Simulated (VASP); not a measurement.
Runs of VASP 6.6.1 on SnO. The structure is that of space group P6_3/mmc (No. 194), or close to it. The cells are those of the table. 

```tsv
task	level	potentials or basis	cell	k mesh	cutoff (eV)	smearing	gap on the mesh (eV)	pressure (GPa)	relaxed volume (Å³/atom)
relaxation of cell and atoms	PBE	VASP PAW PBE potentials, release 64 (Sn_d, O)	relaxed from a = 3.317, b = 3.317, c = 4.146 Å, angles 90.0, 90.0, 120.0°, 4 atoms	12 × 12 × 6	600	fermi-dirac 0.02 eV	0.39	0.0	18.90
single point	LDA	VASP PAW LDA potentials, release 64 (Sn_d, O)	a = 4.125, b = 4.125, c = 5.185 Å, angles 90.0, 90.0, 120.0°, 4 atoms	12 × 12 × 6	520	gaussian 0.01 eV	0.40	-3.5	-
single point	r2SCAN	VASP PAW PBE potentials, release 64 (Sn_d, O)	a = 4.125, b = 4.125, c = 5.185 Å, angles 90.0, 90.0, 120.0°, 4 atoms	12 × 12 × 6	520	gaussian 0.01 eV	0.57	(a)	-
single point	PBE	VASP PAW PBE potentials, release 64 (Sn_d, O)	a = 4.125, b = 4.125, c = 5.185 Å, angles 90.0, 90.0, 120.0°, 4 atoms	6 × 6 × 4	520	gaussian 0.01 eV	0.41	2.5	-
relaxation of cell and atoms	PBEsol	VASP PAW PBE potentials, release 64 (Sn_d, O)	relaxed from a = 4.175, b = 4.175, c = 5.231 Å, angles 90.0, 90.0, 120.0°, 4 atoms	6 × 6 × 4	600	fermi-dirac 0.02 eV	0.32	0.0	18.78
single point	LDA	VASP PAW LDA potentials, release 64 (Sn_d, O)	a = 4.079, b = 4.079, c = 5.061 Å, angles 90.0, 90.0, 120.0°, 4 atoms	6 × 6 × 4	520	fermi-dirac 0.02 eV	(b)	0.2	-
single point	r2SCAN	VASP PAW PBE potentials, release 64 (Sn_d, O)	a = 4.125, b = 4.125, c = 5.185 Å, angles 90.0, 90.0, 120.0°, 4 atoms	6 × 6 × 4	520	fermi-dirac 0.02 eV	0.57	0.2	-
single point	PBEsol	VASP PAW PBE potentials, release 64 (Sn_d, O)	a = 4.115, b = 4.115, c = 5.124 Å, angles 90.0, 90.0, 120.0°, 4 atoms	6 × 6 × 4	520	fermi-dirac 0.02 eV	0.32	0.0	-
single point	PBE	VASP PAW PBE potentials, release 64 (Sn_d, O)	a = 4.125, b = 4.125, c = 5.185 Å, angles 90.0, 90.0, 120.0°, 4 atoms	12 × 12 × 6	520	fermi-dirac 0.02 eV	0.41	2.6	-
dielectric tensor	PBE	VASP PAW PBE potentials, release 64 (Sn_d, O)	a = 4.125, b = 4.125, c = 5.185 Å, angles 90.0, 90.0, 120.0°, 4 atoms	6 × 6 × 4	520	gaussian 0.01 eV	0.41	-	-
relaxation of cell and atoms	LDA	VASP PAW LDA potentials, release 64 (Sn_d, O)	relaxed from a = 4.175, b = 4.175, c = 5.231 Å, angles 90.0, 90.0, 120.0°, 4 atoms	6 × 6 × 4	600	fermi-dirac 0.02 eV	0.30	0.0	18.25
```

Alike in all rows: no spin polarisation.

Question: Estimate the missing entries.

Answer: (a) 0.3; (b) 0.29.

Caveats: spin-orbit coupling is left out, which moves the levels of the heavy elements; the PAW data sets were made with another functional, which shifts forces and pressure a little (some runs); the volume moved by over 15 % at a fixed basis, so the end points are rough (some runs); the gap is small at this level, which inflates the dielectric constant (some runs).

A k mesh can miss the band edges, and the runs leave out spin-orbit coupling on Sn.
